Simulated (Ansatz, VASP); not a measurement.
## BaTiO3 in VASP and in Ansatz

Contents of INCAR:

```
SYSTEM = BaTiO3
ALGO = Normal ; EDIFF = 1E-7
ENCUT = 520 ; GGA = PE
ISIF = 2 ; ISMEAR = 0
LASPH = .True. ; LCHARG = .False.
LREAL = .False. ; LWAVE = .False.
NBANDS = 28 ; NELM = 80
PREC = Accurate ; SIGMA = 0.02
```

Contents of KPOINTS:

```
k-points
0
Gamma
  8 8 8
  0 0 0
```

Contents of POSCAR:

```
BaTiO3
1.0
    4.0980769749      0.0000000000      0.0000000000
    0.0000000000      4.0980769749      0.0000000000
    0.0000000000      0.0000000000      4.0980769749
Ba Ti O
1 1 3
Direct
    0.5000000000      0.5000000000      0.5000000000
    0.0000000000      0.0000000000      0.0000000000
    0.5000000000      0.0000000000      0.0000000000
    0.0000000000      0.5000000000      0.0000000000
    0.0000000000      0.0000000000      0.5000000000
```

Input for Ansatz:

```yaml
crystal:
  lattice:
    - [4.0980769749, 0.0, 0.0]
    - [0.0, 4.0980769749, 0.0]
    - [0.0, 0.0, 4.0980769749]
  atoms:
    - { symbol: Ba, position: [0.5, 0.5, 0.5] }
    - { symbol: Ti, position: [0.0, 0.0, 0.0] }
    - { symbol: O, position: [0.5, 0.0, 0.0] }
    - { symbol: O, position: [0.0, 0.5, 0.0] }
    - { symbol: O, position: [0.0, 0.0, 0.5] }
basis:
  ecutwfc: 420
kpoints:
  mp_grid: { grid: [8, 8, 8] }
hamiltonian:
  xc: pbe
scf:
  occupations: { method: gaussian, width: 0.02 }
output:
  forces: true
  stress: true
  eigenvalues: true
```

Alike in both runs: task single point; functional PBE; k mesh 8 × 8 × 8; occupations gaussian, width 0.02 eV; no spin polarisation.

|  | VASP | Ansatz |
| --- | --- | --- |
| version | VASP 6.6.1 | Ansatz 0.2.0 |
| potentials or method | VASP PAW PBE potentials, release 64 (Ba_sv, Ti_sv, O), cutoff 520 eV | scalar-relativistic, plane waves, PAW |
| valence electrons in the cell | 40 | 40 |

```csv
,VASP,Ansatz,Ansatz less VASP
gap on the k mesh at the Fermi level (eV),1.60,1.66,+0.055
least direct gap on the mesh (eV),1.81,1.83,+0.023
pressure (GPa),-6.9,-8.3,-1.39
```

Neither program's run includes spin-orbit coupling.
